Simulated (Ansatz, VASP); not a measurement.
**Mg2SiN2: VASP beside Ansatz**

```
Mg Si N
1.0
    -1.87352    1.87352    4.83982
     1.87352   -1.87352    4.83982
     1.87352    1.87352   -4.83982
Mg Si N
2 1 2
Direct
  0.75000 0.25000 0.50000
  0.25000 0.75000 0.50000
  0.50000 0.50000 0.00000
  0.15688 0.15688 0.00000
  0.84312 0.84312 0.00000
```

Change from the starting cell: species swapped into the Pb2ClO2 type (I4/mmm, No. 139).

Alike in both runs: task relaxation of cell and atoms; functional PBE; k mesh 14 × 14 × 14; occupations gaussian, width 0.1 eV; no spin polarisation.

|  | VASP | Ansatz |
| --- | --- | --- |
| version | VASP 6.6.1 | Ansatz 0.2.0 |
| potentials or method | VASP PAW PBE potentials, release 64 (Mg, Si, N), cutoff 600 eV | scalar-relativistic, plane waves, PAW |
| valence electrons in the cell | 18 | 34 |

|  | VASP | Ansatz | Ansatz less VASP |
| --- | --- | --- | --- |
| gap on the k mesh at the Fermi level, each at its own relaxed structure (eV) | none | none | - |
| relaxed volume (Å³/atom) | 13.58 | 13.62 | +0.042 |
| relaxed length of the cell vector where the two differ most in proportion (Å) | 5.480 | 5.494 | +0.0138 |

A gap of «none» marks a metal or a gap that the smearing closes. VASP's potentials hold 18 valence electrons a cell and Ansatz's 34, so a difference there can come from the potentials and not from the codes.
